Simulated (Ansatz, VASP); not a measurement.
## Co in VASP and in Ansatz

```
CELL_PARAMETERS angstrom
2.64322 0.00000 0.00000
-1.32161 2.28910 0.00000
0.00000 0.00000 4.31789
ATOMIC_POSITIONS crystal
Co 0.66667 0.33333 0.25986
Co 0.33333 0.66667 0.74014
```

Change from the starting cell: volume scaled by 1.2, PAW files.

Alike in both runs: task single point; functional PBE; k mesh 15 × 15 × 8; occupations fermi-dirac, width 0.08 eV; collinear spin.

|  | VASP | Ansatz |
| --- | --- | --- |
| version | VASP 6.6.1 | Ansatz 0.2.0 |
| potentials or method | VASP PAW PBE potentials, release 64 (Co) | PAW with Ansatz's default frozen-core files, scalar-relativistic |
| plane-wave cutoff (eV) | 520 | 420 |
| valence electrons in the cell | 18 | 34 |

Ansatz gave:

```
pressure (GPa)                                                : -24.9
traceless stress, the component that is largest in VASP (GPa) : -0.11
rms of the force components (eV/Å)                            : 0.042
net moment per atom (μB)                                      : 1.73
size of the moment on the site where the two differ most (μB) : 1.83
```

**Question.** Which values does VASP return?

**Answer.** Pressure (GPa): -24.9; traceless stress, the component that is largest in VASP (GPa): -0.12; rms of the force components (eV/Å): 0.039; net moment per atom (μB): 1.71; size of the moment on the site where the two differ most (μB): 1.77.

Site moments also hang on the region over which each program counts them. Atom by atom the forces differ by 0.003 eV/Å (rms over components). VASP's potentials hold 18 valence electrons a cell and Ansatz's 34, so a difference there can come from the potentials and not from the codes.
